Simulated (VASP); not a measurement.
# Al (Fm-3m) in VASP: settings compared, part 2 of 2

VASP 6.6.1.

## Step 5: Single point, RPBE+D3(BJ)

This run uses another cell than the first one, of 15.61 Å³/atom, 0.928 times its volume.

File INCAR:

```
SYSTEM = Al
PREC     = Accurate       ! precision mode
ENCUT    = 520            ! plane-wave cutoff, eV
EDIFF    = 1E-6           ! SCF threshold, eV
ISMEAR   = -5             ! smearing method
SIGMA    = 0.05           ! smearing width, eV
LREAL    = .FALSE.        ! projectors in reciprocal space
LASPH    = .TRUE.         ! aspherical terms in the spheres
NELM     = 60             ! most SCF steps
ALGO     = Normal         ! electronic algorithm
ISIF     = 2              ! what is computed and relaxed
LWAVE    = .FALSE.        ! write WAVECAR
LCHARG   = .FALSE.        ! write CHGCAR
GGA      = RP             ! functional
IVDW     = 12             ! dispersion correction
NBANDS   = 8              ! bands
```

File KPOINTS:

```
Automatic mesh
0
G
  11 11 11
  0 0 0
```

File POSCAR:

```
Al
1.0
    0.0000000000      1.9834708509      1.9834708509
    1.9834708509      0.0000000000      1.9834708509
    1.9834708509      1.9834708509      0.0000000000
Al
1
Direct
    0.0000000000      0.0000000000      0.0000000000
```

Potentials or basis: VASP PAW PBE potentials, release 64 (Al).

On the command line:

```console
$ cat potpaw_PBE.64/Al/POTCAR > POTCAR
$ mpirun -np 1 vasp_std > vasp.out
```

OUTCAR:

```text
SYSTEM = Al
   PREC = Accurate
   ENCUT = 520
   EDIFF = 1E-6
   ISMEAR = -5
   LREAL = .FALSE.
   LASPH = .TRUE.
   NELM = 60
   ISIF = 2
   GGA = RP
   IVDW = 12
 IVDW          = 12

 ion  position               nearest neighbor table
   1  0.000  0.000  0.000-

  LATTYP: Found a face centered cubic cell.
 ALAT       =     3.9669417018

  Lattice vectors:

 A1 = (   0.0000000000,   1.9834708509,   1.9834708509)
 A2 = (   1.9834708509,   0.0000000000,   1.9834708509)
 A3 = (   1.9834708509,   1.9834708509,   0.0000000000)

Analysis of symmetry for initial positions (statically):
=====================================================================
 Subroutine PRICEL returns:
 Original cell was already a primitive cell.

 Routine SETGRP: Setting up the symmetry group for a
 face centered cubic supercell.

 Subroutine GETGRP returns: Found 48 space group operations
 (whereof 48 operations were pure point group operations)
 out of a pool of 48 trial point group operations.

The static configuration has the point symmetry O_h .

Analysis of symmetry for dynamics (positions and initial velocities):
[... 163 lines left out ...]
 cond. band min:       8.5835202712   @ k =  -0.3636   0.3636   0.0000
 fundamental gap:     -0.5803637109
 Fermi energy:         8.7277416112

 k-point     1 :       0.0000    0.0000    0.0000
  band No.  band energies     occupation
      1      -2.8389      2.00000
      2      21.6016      0.00000
      3      21.6016      0.00000
      4      21.6016      0.00000
      5      23.6544      0.00000
      6      23.6544      0.00000
      7      23.6544      0.00000
      8      25.4911      0.00000
[... 243 lines left out ...]
 k-point    24 :      -0.1818    0.1818    0.0000
  band No.  band energies     occupation
      1      -0.3736      2.00000
      2      12.5860      0.00000
      3      14.2553      0.00000
      4      21.0612      0.00000
      5      23.1208      0.00000
      6      24.0144      0.00000
      7      25.5299      0.00000
      8      26.4187      0.00000

 [... further k-points ...]

------------------------ aborting loop because EDIFF is reached ----------------------------------------

 Edisp (eV)   -1.89115

 E8    (eV) :    -1.2596

  FORCE on cell =-STRESS in cart. coord.  units (eV):
  Direction    XX          YY          ZZ          XY          YZ          ZX
  --------------------------------------------------------------------------------------
  -------------------------------------------------------------------------------------
  Total      -1.54966    -1.54966    -1.54966    -0.00000    -0.00000     0.00000
  in kB    -159.08842  -159.08842  -159.08842    -0.00000    -0.00000     0.00000
  external pressure =     -159.09 kB  Pullay stress =        0.00 kB

 VOLUME and BASIS-vectors are now :
 -----------------------------------------------------------------------------
  energy-cutoff  :      520.00
  volume of cell :       15.61
      direct lattice vectors                 reciprocal lattice vectors
     0.000000000  1.983470851  1.983470851    -0.252083362  0.252083362  0.252083362
     1.983470851  0.000000000  1.983470851     0.252083362 -0.252083362  0.252083362
     1.983470851  1.983470851  0.000000000     0.252083362  0.252083362 -0.252083362

 POSITION                                       TOTAL-FORCE (eV/Angst)
 -----------------------------------------------------------------------------------
      0.00000      0.00000      0.00000         0.000000     -0.000000     -0.000000
 -----------------------------------------------------------------------------------
    total drift:                               -0.000000     -0.000000     -0.000000

  FREE ENERGIE OF THE ION-ELECTRON SYSTEM (eV)
  ---------------------------------------------------
  free  energy   TOTEN  =        -5.3784159117 eV

  energy  without entropy=       -5.3784159117  energy(sigma->0) =       -5.37841591
```

OSZICAR:

```text
N       E                     dE             d eps       ncg     rms          rms(c)
DAV:   1    -0.197122634260E+01   -0.19712E+01   -0.10156E+03   896   0.218E+02
DAV:   2    -0.350148403610E+01   -0.15303E+01   -0.15203E+01  1256   0.197E+01
DAV:   3    -0.350925178761E+01   -0.77678E-02   -0.78160E-02  1192   0.159E+00
DAV:   4    -0.350926964060E+01   -0.17853E-04   -0.17963E-04  1440   0.640E-02
DAV:   5    -0.350926965904E+01   -0.18439E-07   -0.19747E-07  1160   0.140E-03    0.198E+00
DAV:   6    -0.349694950124E+01    0.12320E-01   -0.12271E-03  1200   0.199E-01    0.115E+00
DAV:   7    -0.348727206754E+01    0.96774E-02   -0.38581E-03  1192   0.322E-01    0.205E-01
DAV:   8    -0.348726429807E+01    0.77695E-05   -0.12260E-05  1336   0.252E-02    0.755E-02
DAV:   9    -0.348726243822E+01    0.18598E-05   -0.18579E-06  1264   0.786E-03    0.535E-04
DAV:  10    -0.348726232694E+01    0.11129E-06   -0.67205E-09   864   0.636E-04
   1 F= -.53784159E+01 E0= -.53784159E+01  d E =0.000000E+00
```

stdout:

```text
POSCAR found type information on POSCAR Al
 POSCAR found :  1 types and       1 ions
 scaLAPACK will be used
 -----------------------------------------------------------------------------
|                                                                             |
[... 23 lines left out ...]
|     occupations, so forces and stress will be inaccurate. We suggest        |
|     using a different smearing scheme ISMEAR = 1 or 2 for metals in         |
|     relaxations.                                                            |
|                                                                             |
 -----------------------------------------------------------------------------
```

Wall time 14 s (1 thread of AMD EPYC 7R13, shared host); peak memory 0.11 GiB.

What came out:

| Property | Result |
| --- | --- |
| Free energy | -5.3784 eV |
| Pressure | -15.9 GPa |
| Dispersion energy per atom | -1.891 eV |

Levels at points of the mesh, in eV from the Fermi level:
```
           k point  band 1  band 2  band 3  band 4  band 5
(0.00, 0.00, 0.00)  -11.57   12.87   12.87   12.87   14.93
```

Caveat: the PAW data sets were made with another functional, which shifts forces and pressure a little; pairwise dispersion overbinds metals, which lowers pressure and volume; tetrahedron occupations give inexact forces and stress in metals.

## Step 6: Single point, RPBE+D3(BJ)

This run uses another cell than the first one, of 15.94 Å³/atom, 0.947 times its volume.

File INCAR:

```
SYSTEM = Al
  PREC = Accurate
  ENCUT = 520
  EDIFF = 1E-6
  ISMEAR = -5
  SIGMA = 0.05
  LREAL = .FALSE.
  LASPH = .TRUE.
  NELM = 100
  ALGO = Normal
  ISIF = 2
  LWAVE = .FALSE.
  LCHARG = .FALSE.
  GGA = RP
  IVDW = 12
  NBANDS = 8
```

File KPOINTS:

```
regular mesh
0
G
  11 11 11
  0 0 0
```

File POSCAR:

```
Al
1.0
    0.0000000000      1.9974394157      1.9974394157
    1.9974394157      0.0000000000      1.9974394157
    1.9974394157      1.9974394157      0.0000000000
Al
1
Direct
    0.0000000000      0.0000000000      0.0000000000
```

Potentials or basis: VASP PAW PBE potentials, release 64 (Al).

On the command line:

```console
$ cat potpaw_PBE.64/Al/POTCAR > POTCAR
$ mpirun -np 1 vasp_std > vasp.out
```

It took 14 s on 1 thread of AMD EPYC 7R13, shared host; peak memory 0.11 GiB.

The run converged. Its results:

| Item | Value |
| --- | --- |
| Free energy | -5.3444 eV |
| Pressure | -17.4 GPa |
| Dispersion energy per atom | -1.846 eV |

Levels at points of the mesh, in eV from the Fermi level:
| k point | band 1 | band 2 | band 3 | band 4 | band 5 | band 6 |
| --- | --- | --- | --- | --- | --- | --- |
| (0.00, 0.00, 0.00) | -11.42 | 12.75 | 12.75 | 12.75 | 14.64 | 14.64 |

Caveat: the PAW data sets were made with another functional, which shifts forces and pressure a little; pairwise dispersion overbinds metals, which lowers pressure and volume; tetrahedron occupations give inexact forces and stress in metals.

## Step 7: Overview

```csv
task,level,cell,cutoff (eV),smearing,gap on the mesh (eV),pressure (GPa),relaxed volume (Å³/atom)
single point,RPBE,"a = 2.876 Å, angles 60.0°, 1 atom",520,fermi-dirac 0.05 eV,none,-0.2,-
relaxation of cell and atoms,BLYP,"relaxed from a = 2.864 Å, angles 60.0°, 1 atom",600,fermi-dirac 0.05 eV,none,0.0,17.40
relaxation of cell and atoms,RPBE,"relaxed from a = 2.864 Å, angles 60.0°, 1 atom",600,fermi-dirac 0.05 eV,none,-0.2,16.81
single point,RPBE+D3(BJ),"a = 2.805 Å, angles 60.0°, 1 atom",520,tetrahedron,none,-15.9,-
single point,RPBE+D3(BJ),"a = 2.825 Å, angles 60.0°, 1 atom",520,tetrahedron,none,-17.4,-
```

Alike in all rows: potentials or basis VASP PAW PBE potentials, release 64 (Al); no spin polarisation; k mesh 11 × 11 × 11.

Caveats: the PAW data sets were made with another functional, which shifts forces and pressure a little; pairwise dispersion overbinds metals, which lowers pressure and volume (some runs); tetrahedron occupations give inexact forces and stress in metals (some runs).

Absolute energies hang on the potentials; compare differences alone.

## Step 8: How close it comes

Step 3. The cell as given is a measured one (16.60 Å³/atom); BLYP puts the equilibrium volume +4.8 % from it, thermal expansion not counted.

Step 4. The cell as given is a measured one (16.60 Å³/atom); RPBE puts the equilibrium volume +1.3 % from it, thermal expansion not counted.
